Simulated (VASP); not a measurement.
Input of a VASP 6.6.1 run:

Contents of INCAR:

```
ALGO = Normal
EDIFF = 1E-6
EDIFFG = -0.03
ENCUT = 600
GGA = PS
IBRION = 2
ISIF = 3
ISMEAR = -1
IVDW = 13
LASPH = T
LCHARG = F
LREAL = F
LWAVE = F
NELM = 60
NSW = 80
PREC = Accurate
SIGMA = 0.1
```

The input KPOINTS:

```
k-points
0
Gamma
  9 9 5
```

File POSCAR:

```
Hf
1.0
    3.1478805594      0.0000000000      0.0000000000
   -1.5739402797      2.7261445325      0.0000000000
    0.0000000000      0.0000000000      4.9921750736
Hf
2
Direct
    0.3333333333      0.6666666667      0.2500000000
    0.6666666667      0.3333333333      0.7500000000
```

Potentials or basis: VASP PAW PBE potentials, release 64 (Hf_pv).

Run with:

```console
$ cat potpaw_PBE.64/Hf_pv/POTCAR > POTCAR
$ mpirun -np 1 vasp_std > vasp.out
```

(1) What does it give for the dispersion energy per atom?

(2) What does it give for the relaxed volume?

(3) Predict the space group after relaxing (to 0.1 Å).

(4) Estimate the band gap on the k mesh.

## Answers

(1) -0.128 eV.

(2) 21.35 Å³/atom.

(3) P6_3/mmc (No. 194).

(4) zero (bands 10 and 11 overlap by 1.53 eV).

Caveat: the PAW data sets were made with another functional, which shifts forces and pressure a little; spin-orbit coupling is left out, which moves the levels of the heavy elements.
